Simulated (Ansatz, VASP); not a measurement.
**Two plane-wave programs on Ta**

```
Ta
1.0
    -1.65500    1.65500    1.65500
     1.65500   -1.65500    1.65500
     1.65500    1.65500   -1.65500
Ta
1
Cartesian
  0.0000 0.0000 0.0000
```

Alike in both runs: task relaxation of cell and atoms; functional PBEsol; k mesh 16 × 16 × 16; occupations gaussian, width 0.1 eV; no spin polarisation.

|  | VASP | Ansatz |
| --- | --- | --- |
| version | VASP 6.6.1 | Ansatz 0.2.0 |
| potentials or method | VASP PAW PBE potentials, release 64 (Ta_pv) | scalar-relativistic, plane waves, PAW |
| plane-wave cutoff (eV) | 600 | 420 |
| valence electrons in the cell | 11 | 13 |

```tsv
	VASP	Ansatz	Ansatz less VASP
gap on the k mesh at the Fermi level, each at its own relaxed structure (eV)	none	none	-
relaxed volume (Å³/atom)	17.70	17.68	-0.016
relaxed cell length with the largest relative difference (Å)	2.843	2.843	-0.0008
```

VASP's potentials were made for PBE, not for PBEsol. A gap of «none» marks a metal or a gap that the smearing closes. VASP's potentials hold 11 valence electrons a cell and Ansatz's 13, so a difference there can come from the potentials and not from the codes.

Spin-orbit coupling is off throughout.
